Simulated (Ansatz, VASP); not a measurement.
## Two plane-wave programs on TaRh3

```
Ta Rh
1.0
     3.89374    0.00000    0.00000
     0.00000    3.89374    0.00000
     0.00000    0.00000    3.89374
Ta Rh
1 3
Direct
  0.00000 0.00000 0.00000
  0.00000 0.50000 0.50000
  0.50000 0.00000 0.50000
  0.50000 0.50000 0.00000
```

Alike in both runs: task relaxation of cell and atoms; functional LDA; k mesh 12 × 12 × 12; occupations fermi-dirac, width 0.15 eV; no spin polarisation.

|  | VASP | Ansatz |
| --- | --- | --- |
| version | VASP 6.6.1 | Ansatz 0.2.0 |
| potentials or method | VASP PAW LDA potentials, release 64 (Ta_sv_GW, Rh_sv_GW), cutoff 530 eV | scalar-relativistic, plane waves, PAW |
| valence electrons in the cell | 64 | 64 |

Ansatz gave:

* gap on the k mesh at the Fermi level, each at its own relaxed structure (eV): none
* relaxed volume (Å³/atom): 13.95
* relaxed cell length with the largest relative difference (Å): 3.821

Task: What did VASP give for the same quantities?

Result: gap on the k mesh at the Fermi level, each at its own relaxed structure (eV): none; relaxed volume (Å³/atom): 13.91; relaxed cell length with the largest relative difference (Å): 3.818.

LDA's correlation is that of Perdew and Zunger in VASP and of Perdew and Wang (1992) in Ansatz. A gap of «none» marks a metal or a gap that the smearing closes.

Neither program's run includes spin-orbit coupling.
